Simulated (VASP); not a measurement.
Set up this calculation in VASP 6.6.1, as the native input.

```
Task                               : relaxation of cell and atoms
Functional                         : B3LYP
Potentials or basis                : VASP PAW PBE potentials, release 64 (Si, O)
Cutoff                             : 600 eV
k mesh                             : 5 × 5 × 5
Occupations                        : fermi-dirac, width 0.05 eV
Spin                               : no spin polarisation
Dipole correction                  : no
Grid for exact exchange (PRECFOCK) : Normal
Further INCAR settings             : ALGO = Normal; EDIFF = 1e-06; IBRION = 2; EDIFFG = -0.01; NSW = 60; ISIF = 3
Share of exact exchange            : 0.2
```

SiO:

```
Si O
1.0
     0.00000    2.43364    2.43364
     2.43364    0.00000    2.43364
     2.43364    2.43364    0.00000
Si O
1 1
Direct
  0.75000 0.75000 0.75000
  0.00000 0.00000 0.00000
```

The input as run:

POSCAR

```
SiO
1.0
    0.0000000000      2.4336400000      2.4336400000
    2.4336400000      0.0000000000      2.4336400000
    2.4336400000      2.4336400000      0.0000000000
Si O
1 1
Direct
    0.7500000000      0.7500000000      0.7500000000
    0.0000000000      0.0000000000      0.0000000000
```

INCAR.step1

```
PREC = Accurate
ENCUT = 600
EDIFF = 1E-5
ISMEAR = -1
SIGMA = 0.05
LREAL = F
LASPH = T
NELM = 100
ALGO = Normal
LWAVE = T
LCHARG = F
GGA = PE
NBANDS = 12
```

INCAR.step2

```
PREC = Accurate
ENCUT = 600
EDIFF = 1E-6
ISMEAR = -1
SIGMA = 0.05
LREAL = F
LASPH = T
NELM = 100
ALGO = Normal
ISIF = 3
LWAVE = F
LCHARG = F
GGA = B3
LHFCALC = T
AEXX = 0.2
AGGAX = 0.72
AGGAC = 0.81
ALDAC = 0.19
PRECFOCK = Normal
IBRION = 2
NSW = 60
EDIFFG = -0.01
ISTART = 1
```

KPOINTS

```
regular mesh
0
Gamma
  5 5 5
```

Potentials or basis: VASP PAW PBE potentials, release 64 (Si, O).

Command:

```sh
$ cat potpaw_PBE.64/Si/POTCAR potpaw_PBE.64/O/POTCAR > POTCAR
$ cp INCAR.step1 INCAR
$ mpirun -np 1 vasp_std > vasp.out
$ cp INCAR.step2 INCAR
$ mpirun -np 1 vasp_std > vasp.out
```

Results of the run:

```yaml
Relaxed_volume: 15.75 Å³/atom
Relaxed_cell: a = 3.545 Å, b = 3.545 Å, c = 3.545 Å, α = 60.00°, β = 60.00°, γ = 60.00°
Space_group_after_relaxing_to_0.1_Å: F-43m (No. 216)
Energy_gained_by_relaxing: 23.1 meV/atom
Ionic_steps: 3
Pressure_after_relaxing: 0.0 GPa
Band_gap_on_the_k_mesh: 0.96 eV (least direct gap 1.54 eV)
```

Caveat: the k points lie up to 0.43 Å⁻¹ apart in the final cell; the PAW data sets were made with another functional, which shifts forces and pressure a little; an odd mesh through Γ misses points on the zone boundary, where band edges can lie.

Wall time 21 min on 1 thread of Intel Xeon 8259CL, on a shared host, peak memory 0.17 GiB.
